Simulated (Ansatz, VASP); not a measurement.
Cr in VASP and in Ansatz

```
Cr
1.0
     0.00000    1.75450    1.75450
     1.75450    0.00000    1.75450
     1.75450    1.75450    0.00000
Cr
1
Direct
  0.00000 0.00000 0.00000
```

Alike in both runs: task single point; functional PBE; k mesh 8 × 8 × 8; collinear spin.

|  | VASP | Ansatz |
| --- | --- | --- |
| version | VASP 6.6.1 | Ansatz 0.2 development build |
| potentials or method | VASP PAW PBE potentials, release 64 (Cr_pv) | PAW hard, scalar-relativistic |
| plane-wave cutoff (eV) | 500 | 930 |
| occupations | fermi-dirac, width 0.1 eV | fermi-dirac |

|  | VASP | Ansatz | Ansatz less VASP |
| --- | --- | --- | --- |
| net moment per atom (μB) | 0.00 | 0.00 | 0.000 |

The k mesh is coarse, so the values compare programs but aren't converged.
